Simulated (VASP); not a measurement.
Input of a VASP 6.6.1 run:

The input INCAR:

```
ALGO = Normal ; EDIFF = 1E-6
EDIFFG = -0.01 ; ENCUT = 600
GGA = PE ; IBRION = 2
ISIF = 3 ; ISMEAR = 0
LASPH = True ; LCHARG = False
LREAL = False ; LWAVE = False
NELM = 80 ; NSW = 100
PREC = Accurate ; SIGMA = 0.1
```

File KPOINTS:

```
k-points
0
Gamma
  6 6 8
```

File POSCAR:

```
Zr3PdSe4
1.0
    7.1627893102      0.0000000000      0.0000000000
   -3.5813946551      6.2031575046      0.0000000000
    0.0000000000      0.0000000000      3.6588650353
Zr Pd Se
3 1 4
Direct
    0.0220256975      0.5110128487      0.0000000000
    0.4889871513      0.9779743025      0.0000000000
    0.4889871513      0.5110128487      0.0000000000
    0.0000000000      0.0000000000      0.0000000000
    0.1647913728      0.8352086272      0.5000000000
    0.1647913728      0.3295827455      0.5000000000
    0.6666666667      0.3333333333      0.5000000000
    0.6704172545      0.8352086272      0.5000000000
```

Potentials or basis: VASP PAW PBE potentials, release 64 (Zr_sv, Pd, Se).

Run with:

```console
$ cat potpaw_PBE.64/Zr_sv/POTCAR potpaw_PBE.64/Pd/POTCAR potpaw_PBE.64/Se/POTCAR > POTCAR
$ mpirun -np 1 vasp_std > vasp.out
```

Predict the relaxed cell.

a = 7.165 Å, b = 7.165 Å, c = 3.653 Å, α = 90.00°, β = 90.00°, γ = 120.00°.

Predict the relaxed volume.

20.30 Å³/atom.

What does it give for the space group after relaxing (to 0.1 Å)?

P-6m2 (No. 187).

Forces in eV/Å, atoms in the order of the input:
```
Zr  -0.002 -0.001  0.000
Zr   0.000  0.003  0.000
Zr   0.002 -0.001  0.000
Pd   0.000  0.000  0.000
Se   0.000  0.000  0.000
Se   0.000  0.000  0.000
Se   0.000  0.000  0.000
Se   0.000  0.000  0.000
```
